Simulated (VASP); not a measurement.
Rh, 8 atoms in the cell. It takes space group Pm-3n (No. 223, cubic). Conventional cell: a = 4.817 Å, b = 4.817 Å, c = 4.817 Å, α = 90.00°, β = 90.00°, γ = 90.00°. Within 3.6 Å of Rh (site symmetry m-3) lie 12 Rh at 2.69 Å. Rh (site symmetry -4m2) has 14 Rh at 2.41 to 2.95 Å within 3.2 Å. 

```yaml
Program: VASP 6.6.1
Task: single point
Functional: PBEsol
Potentials_or_basis: VASP PAW PBE potentials, release 64 (Rh_pv)
Cutoff: 520 eV
k_mesh: 8 × 8 × 8
Occupations: gaussian, width 0.1 eV
Spin: no spin polarisation
Dipole_correction: no
Further_INCAR_settings: ALGO = Fast; EDIFF = 1e-07; NBANDS = 70
```

Potentials or basis: VASP PAW PBE potentials, release 64 (Rh_pv).

Run with:

```bash
$ cat potpaw_PBE.64/Rh_pv/POTCAR > POTCAR
$ mpirun -np 1 vasp_std > vasp.out
```

Hardware: 1 thread of Intel Xeon 8259CL (shared host).

Q: Estimate the wall time of this run.

A: Wall time 4.2 min on 1 thread of Intel Xeon 8259CL, with other jobs on the host, peak memory 0.32 GiB. Counts: scf iterations 18, k points 35.
